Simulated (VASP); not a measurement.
# C (P6/mmm) in VASP: a series of runs

C is run at these levels: PBE; tasks: single point, relaxation of cell and atoms.

Everything below comes from runs of VASP 6.6.1. Logs are shortened: lines on timing, memory, paths and dates and some standing lists are left out, and cuts for length are marked.

### Step 1. The cell of the first run

Symmetry: P6/mmm, No. 191, hexagonal system. Conventional cell: a = 3.245 Å, b = 3.245 Å, c = 3.373 Å, α = 90.00°, β = 90.00°, γ = 120.00°. Within 2.2 Å of C (site symmetry mmm) lie 4 C at 1.62 Å. Within 3.1 Å of C (site symmetry 6/mmm) lie 12 C at 2.34 Å.

The cell was generated, and may not be a known phase.

### Step 2. Single point, PBE

Contents of INCAR:

```
SYSTEM = C
PREC = Accurate
ENCUT = 520
EDIFF = 1E-6
ISMEAR = 0
SIGMA = 0.1
LREAL = .False.
LASPH = .True.
NELM = 60
ALGO = Normal
ISIF = 2
LWAVE = .False.
LCHARG = .False.
GGA = PE
NBANDS = 16
```

Contents of KPOINTS:

```
Automatic mesh
0
Gamma
  6 6 6
  0 0 0
```

Contents of POSCAR:

```
C
1.0
    3.2449850037     -0.0000000029      0.0000000000
   -1.6224924993      2.8102394495      0.0000000000
    0.0000000000      0.0000000000      3.3725017673
C
4
Direct
    0.5000000000      0.0000000000      0.2117423014
    0.0000000000      0.5000000000      0.2117423014
    0.5000000000      0.5000000000      0.2117423014
    0.0000000000      0.0000000000      0.7117419458
```

Potentials or basis: VASP PAW PBE potentials, release 64 (C).

Started as:

```console
cat potpaw_PBE.64/C/POTCAR > POTCAR
mpirun -np 1 vasp_std > vasp.out
```

OUTCAR:

```text
SYSTEM = C
   PREC = Accurate
   ENCUT = 520
   EDIFF = 1E-6
   ISMEAR = 0
   LREAL = .False.
   LASPH = .True.
   NELM = 60
   ISIF = 2
   GGA = PE

 ion  position               nearest neighbor table
   1  0.500  0.000  0.212-   3 1.62   3 1.62   2 1.62   2 1.62
   2  0.000  0.500  0.212-   1 1.62   1 1.62   3 1.62   3 1.62
   3  0.500  0.500  0.212-   1 1.62   1 1.62   2 1.62   2 1.62
   4  0.000  0.000  0.712-

  LATTYP: Found a hexagonal cell.
 ALAT       =     3.2449850037
 C/A-ratio  =     1.0392965648

  Lattice vectors:

 A1 = (   3.2449850037,  -0.0000000029,   0.0000000000)
 A2 = (  -1.6224924993,   2.8102394495,   0.0000000000)
 A3 = (   0.0000000000,   0.0000000000,   3.3725017673)

Analysis of symmetry for initial positions (statically):
=====================================================================
 Subroutine PRICEL returns:
 Original cell was already a primitive cell.

 Routine SETGRP: Setting up the symmetry group for a
 hexagonal supercell.

 Subroutine GETGRP returns: Found 24 space group operations
 (whereof 12 operations were pure point group operations)
 out of a pool of 24 trial point group operations.

The static configuration has the point symmetry C_6v.
 The point group associated with its full space group is D_6h.

Analysis of symmetry for dynamics (positions and initial velocities):
=====================================================================
 Subroutine PRICEL returns:
 Original cell was already a primitive cell.

 Routine SETGRP: Setting up the symmetry group for a
 hexagonal supercell.

 Subroutine GETGRP returns: Found 24 space group operations
 (whereof 12 operations were pure point group operations)
 out of a pool of 24 trial point group operations.

The dynamic configuration has the point symmetry C_6v.
 The point group associated with its full space group is D_6h.

 Subroutine INISYM returns: Found 24 space group operations
 (whereof 12 operations are pure point group operations),
 and found     1 'primitive' translations

----------------------------------------------------------------------------------------

                                     Primitive cell

  volume of cell :      30.7545

  direct lattice vectors                    reciprocal lattice vectors
     3.244985004 -0.000000003  0.000000000     0.308167834  0.177920782  0.000000000
    -1.622492499  2.810239450  0.000000000     0.000000000  0.355841564  0.000000000
[... 90 lines left out ...]
   LREAL  =      F    real-space projection
   EDIFFG = 0.1E-04   stopping-criterion for IOM
   NSW    =      0    number of steps for IOM
   IBRION =     -1    ionic relax: 0-MD 1-quasi-New 2-CG
   NFREE  =      0    steps in history (QN), initial steepest desc. (CG)
   ISIF   =      2    stress and relaxation
   ISYM   =      2    0-nonsym 1-usesym 2-fastsym
   POTIM  = 0.5000    time-step for ionic-motion
   TEBEG  =    0.0;   TEEND  =   0.0 temperature during run
   PSTRESS=    0.0 pullay stress
   NELECT =      16.0000    total number of electrons
   NUPDOWN=      -1.0000    fix difference up-down
   EMIN   =  10.00;   EMAX   =-10.00  energy-range for DOS
   EFERMI =   0.00;   METHOD = LEGACY
   ISMEAR =     0;   SIGMA  =   0.10  broadening in eV -4-tet -1-fermi 0-gaus
   EFERMI_NEDOS =   21; number of points for ismear=-14 and -15
   IALGO  =     38    algorithm
   IMIX   =      4    mixing-type and parameters
     AMIX     =   0.40;   BMIX     =  1.00
     AMIX_MAG =   1.60;   BMIX_MAG =  1.00
  volume/ion in A,a.u.               =       7.69        51.89
  Fermi-wavevector in a.u.,A,eV,Ry     =   1.316676  2.488156 23.587528  1.733634
  Thomas-Fermi vector in A             =   2.446771
   LORBIT       =      0    0 simple, 1 ext, 2 COOP (PROOUT), +10 PAW based schemes
   GGA     = PE    functional components
   LHFCALC =     F    Hartree Fock is set to
   AEXX    =    0.0000 exact exchange contribution
   IVDW    =     0    specifies the selected vdW correction
   LEPSILON=     F    determine dielectric tensor
   LRPA    =     F    only Hartree local field effects (RPA)
 non-spin polarized calculation
 Gauss-broadening in eV      SIGMA  =   0.10
  energy-cutoff  :      520.00
  volume of cell :       30.75
 maximum number of plane-waves:       844
   NGX = 13   NGY = 13   NGZ = 13

 number of electron      15.9999999 magnetization

 Free energy of the ion-electron system (eV)
  ---------------------------------------------------
  ext. energy  EPLUGINS =         0.00000000
  ---------------------------------------------------
  free energy    TOTEN  =       -22.05576471 eV

  energy without entropy =      -22.04785026  energy(sigma->0) =      -22.05180748

 E-fermi :   6.8228     XC(G=0): -11.9607

 val. band max:        6.7660769290   @ k =   0.1667   0.1667   0.1667
 cond. band min:       6.8522513294   @ k =   0.1667   0.0000   0.3333
 fundamental gap:      0.0861744004
 Fermi energy:         6.8228154038

 k-point     1 :       0.0000    0.0000    0.0000
  band No.  band energies     occupation
      1     -13.4437      2.00000
      2      -4.8948      2.00000
      3      -1.4612      2.00000
      4      -1.0523      2.00000
      5       0.4644      2.00000
      6       0.4644      2.00000
[... 433 lines left out ...]
      3      -4.4273      2.00000
      4      -1.9011      2.00000
      5      -0.2097      2.00000
      6       0.9794      2.00000
[... 8 lines left out ...]
     15      17.9239      0.00000
     16      21.1390      0.00000

 [... further k-points ...]

------------------------ aborting loop because EDIFF is reached ----------------------------------------

  FORCE on cell =-STRESS in cart. coord.  units (eV):
  Direction    XX          YY          ZZ          XY          YZ          ZX
  --------------------------------------------------------------------------------------
  -------------------------------------------------------------------------------------
  Total        0.0002824      0.0002824      0.0432779      0.0000000      0.0000000      0.0000000
  in kB        0.0147125      0.0147125      2.2545935      0.0000000      0.0000000      0.0000000
  external PRESSURE =       0.7613395 kB  Pullay stress =       0.0000000 kB

 VOLUME and BASIS-vectors are now :
 -----------------------------------------------------------------------------
  energy-cutoff  :      520.00
  volume of cell :       30.75
      direct lattice vectors                 reciprocal lattice vectors
     3.244985004 -0.000000003  0.000000000     0.308167834  0.177920782  0.000000000
    -1.622492499  2.810239450  0.000000000     0.000000000  0.355841564  0.000000000
     0.000000000  0.000000000  3.372501767     0.000000000  0.000000000  0.296515782

 POSITION                                       TOTAL-FORCE (eV/Angst)
 -----------------------------------------------------------------------------------
      1.62249     -0.00000      0.71410        -0.000000     -0.000000     -0.000000
     -0.81125      1.40512      0.71410        -0.000000      0.000000      0.000000
      0.81125      1.40512      0.71410         0.000000      0.000000     -0.000000
      0.00000      0.00000      2.40035         0.000000      0.000000      0.000000
 -----------------------------------------------------------------------------------
    total drift:                                0.000000      0.000000     -0.001576

  FREE ENERGIE OF THE ION-ELECTRON SYSTEM (eV)
  ---------------------------------------------------
  free  energy   TOTEN  =       -22.0557647123 eV

  energy  without entropy=      -22.0478502550  energy(sigma->0) =      -22.05180748
```

stdout:

```text
POSCAR found type information on POSCAR C
 POSCAR found :  1 types and       4 ions
 scaLAPACK will be used
 LDA part: xc-table for (Slater+PW92), standard interpolation
 POSCAR, INCAR and KPOINTS ok, starting setup
 FFT: planning ... GRIDC
 FFT: planning ... GRID_SOFT
 FFT: planning ... GRID
 WAVECAR not read
 entering main loop
```

Wall time 15 s (1 thread of Intel Xeon 8259CL, shared host); peak memory 0.14 GiB.

Results:

| Quantity | Value |
| --- | --- |
| Free energy | -22.0558 eV |
| Pressure | 0.1 GPa |
| Band gap on the k mesh | zero (bands 8 and 9 overlap by 2.72 eV) |

Levels at points of the mesh, in eV from the Fermi level:
```csv
k point,band 6,band 7,band 8,band 9,band 10,band 11
"(0.00, 0.00, 0.00)",-6.36,-2.63,-2.63,2.09,2.09,3.12
"(0.50, 0.00, 0.00)",-4.10,-3.53,-1.47,1.78,2.67,2.84
"(0.00, 0.00, 0.50)",-2.22,-2.22,-1.97,-0.10,0.27,0.27
"(0.50, 0.00, 0.50)",-7.31,-1.79,-0.57,2.65,2.94,3.60
```

Caveat: the k points lie up to 0.37 Å⁻¹ apart, too coarse for converged energies and pressures of a metal.

### Step 3. Single point, PBE, collinear spin

Contents of INCAR:

```
SYSTEM = C
PREC     = Accurate       ! precision mode
ENCUT    = 520            ! plane-wave cutoff, eV
EDIFF    = 1E-7           ! SCF threshold, eV
ISMEAR   = 0              ! smearing method
SIGMA    = 0.1            ! smearing width, eV
LREAL    = .False.        ! projectors in reciprocal space
LASPH    = .True.         ! aspherical terms in the spheres
NELM     = 150            ! most SCF steps
ALGO     = Normal         ! electronic algorithm
ISIF     = 2              ! what is computed and relaxed
LWAVE    = .False.        ! write WAVECAR
LCHARG   = .False.        ! write CHGCAR
ISPIN    = 2              ! spin polarisation
MAGMOM   = 1 1 1 1        ! initial moments
LORBIT   = 11             ! projections on sites
GGA      = PE             ! functional
NBANDS   = 20             ! bands
```

Contents of KPOINTS:

```
regular mesh
0
Gamma
  6 6 6
  0 0 0
```

Contents of POSCAR:

```
C
1.0
    3.2449850037      0.0000000000      0.0000000000
   -1.6224925018      2.8102394481      0.0000000000
    0.0000000000      0.0000000000      3.3725017673
C
4
Direct
    0.5000000000      0.0000000000      0.0000000000
    0.0000000000      0.5000000000      0.0000000000
    0.5000000000      0.5000000000      0.0000000000
    0.0000000000      0.0000000000      0.5000000000
```

Potentials or basis: VASP PAW PBE potentials, release 64 (C).

Started as:

```console
cat potpaw_PBE.64/C/POTCAR > POTCAR
mpirun -np 1 vasp_std > vasp.out
```

It took 54 s on 1 thread of Intel Xeon 8259CL, shared host; peak memory 0.16 GiB.

Results (log left out):

```yaml
Free_energy: -22.0558 eV
Pressure: 0.1 GPa
Band_gap_on_the_k_mesh: zero (filled and empty bands overlap)
Net_moment: 0.00 μB per cell
Valence_electrons_inside_the_program's_atomic_spheres: C 2.31, 2.04 (each value once)
```

Stress tensor (GPa, compression positive):
```
0.00 0.00 0.00
0.00 0.00 0.00
0.00 0.00 0.22
```

Levels at points of the mesh, in eV from the Fermi level:
Spin up:
```
           k point  band 5  band 6  band 7  band 8  band 9  band 10  band 11  band 12
(0.00, 0.00, 0.00)   -6.36   -6.36   -2.63   -2.63    2.09     2.09     3.12     4.03
(0.50, 0.00, 0.00)   -4.65   -4.10   -3.53   -1.47    1.78     2.67     2.84     3.20
(0.00, 0.00, 0.50)   -5.71   -2.22   -2.22   -1.97   -0.10     0.27     0.27     2.91
(0.50, 0.00, 0.50)   -7.57   -7.31   -1.79   -0.57    2.65     2.94     3.60     4.98
```
Spin down:
```tsv
k point	band 5	band 6	band 7	band 8	band 9	band 10	band 11	band 12
(0.00, 0.00, 0.00)	-6.36	-6.36	-2.63	-2.63	2.09	2.09	3.12	4.03
(0.50, 0.00, 0.00)	-4.65	-4.10	-3.53	-1.47	1.78	2.67	2.84	3.20
(0.00, 0.00, 0.50)	-5.71	-2.22	-2.22	-1.97	-0.10	0.27	0.27	2.91
(0.50, 0.00, 0.50)	-7.57	-7.31	-1.79	-0.57	2.65	2.94	3.60	4.98
```

Caveat: the k points lie up to 0.37 Å⁻¹ apart, too coarse for converged energies and pressures of a metal.

### Step 4. Single point, PBE

This run uses another cell than the first one, of 7.82 Å³/atom.

Contents of INCAR:

```
PREC = Accurate ; ENCUT = 520
EDIFF = 1E-6 ; ISMEAR = 0
SIGMA = 0.1 ; LREAL = False
LASPH = True ; NELM = 80
ALGO = Normal ; ISIF = 2
LWAVE = False ; LCHARG = False
GGA = PE ; NBANDS = 16
```

Contents of KPOINTS:

```
Automatic mesh
0
Gamma
  18 18 14
```

Contents of POSCAR:

```
C
1.0
    3.1770969583      0.0000000000      0.0000000000
   -1.5885484791      2.7514466762      0.0000000000
    0.0000000000      0.0000000000      3.5799191354
C
4
Direct
    0.5000000000      0.0000000000      0.0000000000
    0.0000000000      0.5000000000      0.0000000000
    0.5000000000      0.5000000000      0.0000000000
    0.0000000000      0.0000000000      0.5000000000
```

Potentials or basis: VASP PAW PBE potentials, release 64 (C).

Started as:

```console
cat potpaw_PBE.64/C/POTCAR > POTCAR
mpirun -np 1 vasp_std > vasp.out
```

OUTCAR:

```text
PREC = Accurate
   ENCUT = 520
   EDIFF = 1E-6
   ISMEAR = 0
   LREAL = False
   LASPH = True
   NELM = 80
   ISIF = 2
   GGA = PE

 ion  position               nearest neighbor table
   1  0.500  0.000  0.000-   3 1.59   3 1.59   2 1.59   2 1.59
   2  0.000  0.500  0.000-   3 1.59   3 1.59   1 1.59   1 1.59
   3  0.500  0.500  0.000-   1 1.59   1 1.59   2 1.59   2 1.59
   4  0.000  0.000  0.500-

  LATTYP: Found a hexagonal cell.
 ALAT       =     3.1770969583
[... 653 lines left out ...]

  FORCE on cell =-STRESS in cart. coord.  units (eV):
  Direction    XX          YY          ZZ          XY          YZ          ZX
  --------------------------------------------------------------------------------------
  -------------------------------------------------------------------------------------
  Total        0.0161224      0.0161224     -0.0285679      0.0000000      0.0000000     -0.0000000
  in kB        0.8254220      0.8254220     -1.4625946      0.0000000      0.0000000     -0.0000000
  external PRESSURE =       0.0627498 kB  Pullay stress =       0.0000000 kB

 VOLUME and BASIS-vectors are now :
 -----------------------------------------------------------------------------
  energy-cutoff  :      520.00
  volume of cell :       31.29
      direct lattice vectors                 reciprocal lattice vectors
     3.177096958  0.000000000  0.000000000     0.314752749  0.181722584  0.000000000
    -1.588548479  2.751446676  0.000000000     0.000000000  0.363445168  0.000000000
     0.000000000  0.000000000  3.579919135     0.000000000  0.000000000  0.279335919

 POSITION                                       TOTAL-FORCE (eV/Angst)
 -----------------------------------------------------------------------------------
      1.58855      0.00000      0.00000         0.000000      0.000000      0.000000
     -0.79427      1.37572      0.00000        -0.000000      0.000000      0.000000
      0.79427      1.37572      0.00000        -0.000000      0.000000      0.000000
      0.00000      0.00000      1.78996         0.000000      0.000000      0.000000
 -----------------------------------------------------------------------------------
    total drift:                               -0.000000     -0.000000     -0.000000

  FREE ENERGIE OF THE ION-ELECTRON SYSTEM (eV)
  ---------------------------------------------------
  free  energy   TOTEN  =       -22.0461550789 eV

  energy  without entropy=      -22.0364619364  energy(sigma->0) =      -22.04130851
```

Wall time 2.8 min (1 thread of Intel Xeon 8259CL, shared host); peak memory 0.22 GiB.

Results:

- Free energy: -22.0462 eV
- Pressure: 0.0 GPa
- Band gap on the k mesh: zero (bands 8 and 9 overlap by 3.07 eV)

### Step 5. Relaxation of cell and atoms, PBE

Contents of INCAR:

```
SYSTEM = C
PREC = Accurate
ENCUT = 600
EDIFF = 1E-7
ISMEAR = 0
SIGMA = 0.1
LREAL = .FALSE.
LASPH = .TRUE.
NELM = 60
ALGO = Normal
ISIF = 3
LWAVE = .FALSE.
LCHARG = .FALSE.
GGA = PE
IBRION = 2
NSW = 100
EDIFFG = -0.01
```

Contents of KPOINTS:

```
regular mesh
0
G
  18 18 14
  0 0 0
```

Contents of POSCAR:

```
C
1.0
    3.2449850037      0.0000000000      0.0000000000
   -1.6224925018      2.8102394481      0.0000000000
    0.0000000000      0.0000000000      3.3725017673
C
4
Direct
    0.5000000000      0.0000000000      0.0000000000
    0.0000000000      0.5000000000      0.0000000000
    0.5000000000      0.5000000000      0.0000000000
    0.0000000000      0.0000000000      0.5000000000
```

Started as:

```console
cat potpaw_PBE.64/C/POTCAR > POTCAR
mpirun -np 1 vasp_std > vasp.out
```

Run time: 14 min. Hardware: 1 thread of Intel Xeon 8259CL, shared host; peak memory 0.24 GiB.

It converged, with:

```yaml
Free_energy: -22.0497 eV
Relaxed_volume: 7.79 Å³/atom
Relaxed_cell: a = 3.180 Å, b = 3.180 Å, c = 3.557 Å, α = 90.00°, β = 90.00°, γ = 120.00°
Space_group_after_relaxing_to_0.1_Å: P6/mmm (No. 191)
Energy_gained_by_relaxing: 8.0 meV/atom
Ionic_steps: 8
Pressure_after_relaxing: 0.0 GPa
Band_gap_on_the_k_mesh: zero (bands 8 and 9 overlap by 3.08 eV)
```

Stress tensor (GPa, compression positive):
```
-0.04  0.00  0.00
 0.00 -0.04  0.00
 0.00  0.00  0.12
```

The path:
```tsv
step	energy change (eV)	largest force (eV/Å)	pressure (GPa)	volume (Å³)
1	0.0000	0.0000	-3.07	30.75
2	-0.0132	0.0000	1.85	30.10
3	-0.0132	0.0000	1.71	30.12
4	-0.0197	0.0000	1.59	30.29
5	-0.0303	0.0000	1.26	30.80
6	-0.0311	0.0000	1.15	30.97
7	-0.0305	0.0000	-1.52	31.41
8	-0.0318	0.0000	0.01	31.16
```

Final structure:
```yaml
crystal:
  lattice:
    - [3.18026, 0.00000, 0.00000]
    - [-1.59013, 2.75419, 0.00000]
    - [0.00000, 0.00000, 3.55690]
  atoms:
    - { symbol: C, position: [0.50000, 0.00000, 0.00000] }
    - { symbol: C, position: [0.00000, 0.50000, 0.00000] }
    - { symbol: C, position: [0.50000, 0.50000, 0.00000] }
    - { symbol: C, position: [0.00000, 0.00000, 0.50000] }
```

Levels at points of the mesh, in eV from the Fermi level:
```
           k point  band 4  band 5  band 6  band 7  band 8  band 9  band 10  band 11  band 12
(0.00, 0.00, 0.00)   -8.51   -6.38   -6.38   -2.17   -2.17    1.94     1.94     2.93     4.10
(0.50, 0.00, 0.00)   -7.96   -5.47   -4.65   -3.85   -1.80    1.53     2.51     3.02     3.17
(0.00, 0.00, 0.50)   -5.98   -5.98   -2.63   -1.90   -1.90   -0.09     0.65     0.65     3.32
(0.50, 0.00, 0.50)   -9.51   -7.47   -7.45   -1.36   -0.65    2.23     2.79     3.07     5.16
```

### Step 6. Overview

| task | spin | cell | k mesh | cutoff (eV) | gap on the mesh (eV) | pressure (GPa) |
| --- | --- | --- | --- | --- | --- | --- |
| single point | off | a = 3.245, b = 3.245, c = 3.373 Å, angles 90.0, 90.0, 120.0°, 4 atoms | 6 × 6 × 6 | 520 | none | 0.1 |
| single point | collinear | a = 3.245, b = 3.245, c = 3.373 Å, angles 90.0, 90.0, 120.0°, 4 atoms | 6 × 6 × 6 | 520 | none | 0.1 |
| single point | off | a = 3.177, b = 3.177, c = 3.580 Å, angles 90.0, 90.0, 120.0°, 4 atoms | 18 × 18 × 14 | 520 | none | 0.0 |
| relaxation of cell and atoms | off | relaxed from a = 3.245, b = 3.245, c = 3.373 Å, angles 90.0, 90.0, 120.0°, 4 atoms | 18 × 18 × 14 | 600 | none | 0.0 |

Alike in all rows: level PBE; potentials or basis VASP PAW PBE potentials, release 64 (C); smearing gaussian 0.1 eV.

Caveats: some runs use coarse meshes.

Absolute energies hang on the potentials; compare differences alone.

The gap in the log of VASP goes by the Fermi energy; the results here count the filled bands.